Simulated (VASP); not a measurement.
Wanted: the native input for a VASP 6.6.1 run.

| Property | Result |
| --- | --- |
| Task | electric field gradients |
| Functional | LDA |
| Potentials or basis | VASP PAW LDA potentials, release 64 (V_sv, H) |
| Cutoff | 520 eV |
| k mesh | 15 × 15 × 15 |
| Occupations | fermi-dirac, width 0.05 eV |
| Spin | collinear spin, ferromagnetic start |
| Starting moments | [1.5, 0.0, 0.0] μB |
| Dipole correction | no |
| Further INCAR settings | ALGO = Normal; EDIFF = 1e-08; NBANDS = 18 |

The structure of VH2 lies in POSCAR:

```
VH2
1.0
    0.0000000000      2.1355000000      2.1355000000
    2.1355000000      0.0000000000      2.1355000000
    2.1355000000      2.1355000000      0.0000000000
V H
1 2
Direct
    0.0000000000      0.0000000000      0.0000000000
    0.2500000000      0.2500000000      0.2500000000
    0.7500000000      0.7500000000      0.7500000000
```

These files were run (other wordings do the same):

INCAR

```
SYSTEM = VH2
ALGO     = Normal         ! electronic algorithm
EDIFF    = 1E-8           ! SCF threshold, eV
ENCUT    = 520            ! plane-wave cutoff, eV
ISIF     = 2              ! what is computed and relaxed
ISMEAR   = -1             ! smearing method
ISPIN    = 2              ! spin polarisation
LASPH    = .TRUE.         ! aspherical terms in the spheres
LCHARG   = .FALSE.        ! write CHGCAR
LEFG     = .TRUE.       
LMAXMIX  = 4              ! l up to which the mixer works
LORBIT   = 11             ! projections on sites
LREAL    = .FALSE.        ! projectors in reciprocal space
LWAVE    = .FALSE.        ! write WAVECAR
MAGMOM   = 1.5 0 0        ! initial moments
NBANDS   = 18             ! bands
NELM     = 150            ! most SCF steps
PREC     = Accurate       ! precision mode
SIGMA    = 0.05           ! smearing width, eV
```

KPOINTS

```
k-points
0
G
  15 15 15
  0 0 0
```

Potentials or basis: VASP PAW LDA potentials, release 64 (V_sv, H).

Command:

```console
$ cat potpaw_LDA.64/V_sv/POTCAR potpaw_LDA.64/H/POTCAR > POTCAR
$ mpirun -np 1 vasp_std > vasp.out
```

It gave:

The pressure is -15.9 GPa, the net moment is 0.00 μB per cell and the largest electric field gradient by atom is zero within the noise of the run. The valence electrons inside the program's atomic spheres are V 11.61; H 0.58.

Caveat: the cell stands under tension.

Run time: 110 s on 1 thread of Intel Xeon 8259CL (shared host), peak memory 0.18 GiB.
